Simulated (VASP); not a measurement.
# InO in VASP: further runs, part 2 of 2

VASP 6.6.1.

### 3 Single point, PBE

This run uses another cell than the first one, of the same volume but with other edges.

Contents of INCAR:

```
SYSTEM = InO
  PREC = Accurate
  ENCUT = 520
  EDIFF = 1E-7
  ISMEAR = 0
  SIGMA = 0.03
  LREAL = .False.
  LASPH = .True.
  NELM = 80
  ALGO = Normal
  ISIF = 2
  LWAVE = .False.
  LCHARG = .False.
  GGA = PE
  NBANDS = 27
```

Contents of KPOINTS:

```
regular mesh
0
Gamma
  12 12 4
  0 0 0
```

Contents of POSCAR:

```
InO
1.0
    3.5509494950      0.0000000000      0.0000000000
   -1.7754747475      3.0752124702      0.0000000000
    0.0000000000      0.0000000000     15.0186097210
In O
2 2
Direct
    0.6666666667      0.3333333333      0.5900210000
    0.6666666667      0.3333333333      0.4099790000
    0.0000000000      0.0000000000      0.6398670000
    0.0000000000      0.0000000000      0.3601330000
```

Potentials or basis: VASP PAW PBE potentials, release 64 (In_d, O).

The run is started by

```
$ cat potpaw_PBE.64/In_d/POTCAR potpaw_PBE.64/O/POTCAR > POTCAR
$ mpirun -np 1 vasp_std > vasp.out
```

It took 9.8 min on 1 thread of AMD EPYC 7R13, shared host; peak memory 0.39 GiB.

Results (log left out):

| Property | Result |
| --- | --- |
| Free energy | -19.2899 eV |
| Largest force | 1.005 eV/Å |
| Band gap on the k mesh | 0.43 eV, indirect (least direct gap 0.96 eV) |

Forces in eV/Å, atoms in the order of the input:
```
In   0.000  0.000  1.005
In   0.000  0.000 -1.005
O    0.000  0.000 -0.111
O    0.000  0.000  0.111
```

Levels at points of the mesh, in eV from the valence-band top:
```csv
k point,band 16,band 17,band 18,band 19,band 20,band 21,band 22,band 23
"(0.00, 0.00, 0.00)",-1.56,-1.51,-1.51,-0.53,0.43,3.41,6.20,6.36
"(0.50, 0.00, 0.00)",-2.35,-2.27,-1.55,-0.15,2.41,4.15,5.88,6.57
"(0.00, 0.00, 0.50)",-1.56,-1.51,-1.51,-0.53,0.43,3.41,5.98,6.78
"(0.50, 0.00, 0.50)",-2.35,-2.27,-1.55,-0.15,2.41,4.15,5.88,6.57
```

Caveat: spin-orbit coupling is left out, which moves the levels of the heavy elements.

### 4 Single point, PBE

This run uses another cell than the first one, of the same volume but with other edges.

Contents of INCAR:

```
SYSTEM = InO
PREC = Accurate
ENCUT = 520
EDIFF = 1E-6
ISMEAR = 0
SIGMA = 0.03
LREAL = .False.
LASPH = .True.
NELM = 100
ALGO = Normal
ISIF = 2
LWAVE = .False.
LCHARG = .True.
GGA = PE
LELF = .True.
LVHAR = .True.
NBANDS = 27
```

Contents of KPOINTS:

```
Automatic mesh
0
Gamma
  12 12 4
  0 0 0
```

Contents of POSCAR:

```
InO
1.0
    3.3456169015      0.0000000000      0.0000000000
   -1.6728084508      2.8973892280      0.0000000000
    0.0000000000      0.0000000000     16.9186732734
In O
2 2
Direct
    0.6666666667      0.3333333333      0.5900210000
    0.6666666667      0.3333333333      0.4099790000
    0.0000000000      0.0000000000      0.6398670000
    0.0000000000      0.0000000000      0.3601330000
```

Potentials or basis: VASP PAW PBE potentials, release 64 (In_d, O).

The run is started by

```
$ cat potpaw_PBE.64/In_d/POTCAR potpaw_PBE.64/O/POTCAR > POTCAR
$ mpirun -np 1 vasp_std > vasp.out
```

OUTCAR:

```text
SYSTEM = InO
   PREC = Accurate
   ENCUT = 520
   EDIFF = 1E-6
   ISMEAR = 0
   LREAL = .False.
   LASPH = .True.
   NELM = 100
   ISIF = 2
   GGA = PE

 ion  position               nearest neighbor table
   1  0.667  0.333  0.590-   3 2.11   3 2.11   3 2.11   2 3.05
   2  0.667  0.333  0.410-   4 2.11   4 2.11   4 2.11   1 3.05
   3  0.000  0.000  0.640-   1 2.11   1 2.11   1 2.11
   4  0.000  0.000  0.360-   2 2.11   2 2.11   2 2.11

  LATTYP: Found a hexagonal cell.
 ALAT       =     3.3456169015
 C/A-ratio  =     5.0569667035

  Lattice vectors:

 A1 = (   3.3456169015,   0.0000000000,   0.0000000000)
 A2 = (  -1.6728084508,   2.8973892280,   0.0000000000)
 A3 = (   0.0000000000,   0.0000000000,  16.9186732734)

Analysis of symmetry for initial positions (statically):
=====================================================================
 Subroutine PRICEL returns:
 Original cell was already a primitive cell.

 Routine SETGRP: Setting up the symmetry group for a
 hexagonal supercell.

 Subroutine GETGRP returns: Found 12 space group operations
 (whereof 12 operations were pure point group operations)
 out of a pool of 24 trial point group operations.

[... 168 lines left out ...]

 val. band max:       -1.3987403242   @ k =   0.3333   0.3333   0.5000
 cond. band min:      -1.3698960358   @ k =   0.0000   0.0000   0.2500
 fundamental gap:      0.0288442884
 Fermi energy:        -1.3785621758

 k-point     1 :       0.0000    0.0000    0.0000
  band No.  band energies     occupation
      1     -19.7270      2.00000
      2     -19.7148      2.00000
      3     -15.3008      2.00000
      4     -15.3008      2.00000
      5     -15.2775      2.00000
      6     -15.2775      2.00000
[... 709 lines left out ...]
     26       7.3809      0.00000
     27       7.4894      0.00000

 [... further k-points ...]

------------------------ aborting loop because EDIFF is reached ----------------------------------------

  FORCE on cell =-STRESS in cart. coord.  units (eV):
  Direction    XX          YY          ZZ          XY          YZ          ZX
  --------------------------------------------------------------------------------------
  -------------------------------------------------------------------------------------
  Total        3.4080090      3.4080090     -1.8314738     -0.0000000      0.0000000      0.0000000
  in kB       33.2936924     33.2936924    -17.8921259     -0.0000000      0.0000000      0.0000000
  external PRESSURE =      16.2317529 kB  Pullay stress =       0.0000000 kB

 VOLUME and BASIS-vectors are now :
 -----------------------------------------------------------------------------
  energy-cutoff  :      520.00
  volume of cell :      164.00
      direct lattice vectors                 reciprocal lattice vectors
     3.345616902  0.000000000  0.000000000     0.298898538  0.172569151  0.000000000
    -1.672808451  2.897389228  0.000000000     0.000000000  0.345138303  0.000000000
     0.000000000  0.000000000 16.918673273     0.000000000  0.000000000  0.059106289

 POSITION                                       TOTAL-FORCE (eV/Angst)
 -----------------------------------------------------------------------------------
      1.67281      0.96580      9.98237        -0.000000      0.000000     -0.810486
      1.67281      0.96580      6.93630         0.000000      0.000000      0.810486
      0.00000      0.00000     10.82570         0.000000      0.000000      0.148390
      0.00000      0.00000      6.09297         0.000000     -0.000000     -0.148390
 -----------------------------------------------------------------------------------
    total drift:                               -0.000000      0.000000      0.000000

  FREE ENERGIE OF THE ION-ELECTRON SYSTEM (eV)
  ---------------------------------------------------
  free  energy   TOTEN  =       -19.2536516520 eV

  energy  without entropy=      -19.2533940337  energy(sigma->0) =      -19.25352284
```

Wall time 11 min (1 thread of AMD EPYC 7R13, shared host); peak memory 0.4 GiB.

What came out:

| Quantity | Value |
| --- | --- |
| Free energy | -19.2537 eV |
| Largest force | 0.810 eV/Å |
| Band gap on the k mesh | 0.03 eV, indirect (least direct gap 1.22 eV) |

Forces in eV/Å, atoms in the order of the input:
```
In   0.000  0.000 -0.810
In   0.000  0.000  0.810
O    0.000  0.000  0.148
O    0.000  0.000 -0.148
```

Caveat: spin-orbit coupling is left out, which moves the levels of the heavy elements.

### 5 Summary

| cell | gap on the mesh (eV) | largest force (eV/Å) |
| --- | --- | --- |
| a = 3.646, b = 3.646, c = 14.247 Å, angles 90.0, 90.0, 120.0°, 4 atoms | 0.26 | 2.31 |
| a = 3.551, b = 3.551, c = 15.019 Å, angles 90.0, 90.0, 120.0°, 4 atoms | 0.43 | 1.01 |
| a = 3.346, b = 3.346, c = 16.919 Å, angles 90.0, 90.0, 120.0°, 4 atoms | 0.03 | 0.81 |

Alike in all rows: task single point; level PBE; potentials or basis VASP PAW PBE potentials, release 64 (In_d, O); no spin polarisation; k mesh 12 × 12 × 4; cutoff (eV) 520; smearing gaussian 0.03 eV.

Caveats: spin-orbit coupling is left out, which moves the levels of the heavy elements.

Total energies depend on the potentials used, so only differences within one code and one set of settings carry meaning.
